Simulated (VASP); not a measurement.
# Zn: single point with PBE

The system is Zn.

```xyz
2
Lattice="2.6354 0.0000 0.0000 -1.3177 2.2823 0.0000 0.0000 0.0000 5.0927" Properties=species:S:1:pos:R:3 pbc="T T T"
Zn    0.0000    1.5215    1.2732
Zn    1.3177    0.7608    3.8195
```

```json
{
 "Program": "VASP 6.6.1",
 "Task": "single point",
 "Functional": "PBE",
 "Potentials or basis": "VASP PAW PBE potentials, release 64 (Zn)",
 "Cutoff": "520 eV",
 "k mesh": "18 × 18 × 10",
 "Occupations": "fermi-dirac, width 0.08 eV",
 "Spin": "no spin polarisation",
 "Dipole correction": "no",
 "Further INCAR settings": "ALGO = Normal; EDIFF = 1e-06; NBANDS = 19"
}
```

```json
{
 "Pressure": "0.4 GPa",
 "Band gap on the k mesh": "zero (bands 12 and 13 overlap by 5.25 eV)"
}
```

Stress tensor (GPa, compression positive):
```
0.46 0.00 0.00
0.00 0.46 0.00
0.00 0.00 0.15
```

Levels at points of the mesh, in eV from the Fermi level:
```tsv
k point	band 8	band 9	band 10	band 11	band 12	band 13	band 14	band 15	band 16	band 17
(0.00, 0.00, 0.00)	-7.23	-7.23	-7.07	-7.07	-3.73	-3.46	12.29	16.11	18.21	18.21
(0.50, 0.00, 0.00)	-7.10	-6.85	-6.84	-2.65	-1.93	2.40	3.60	3.88	5.68	10.71
(0.00, 0.00, 0.50)	-7.60	-7.14	-7.14	-7.14	-7.14	3.87	3.87	19.40	19.40	19.40
(0.50, 0.00, 0.50)	-7.11	-6.84	-6.84	-1.75	-1.75	0.29	0.29	9.63	9.63	12.38
```

Run time: 110 s on 1 thread of Intel Xeon 8259CL (shared host), peak memory 0.22 GiB.
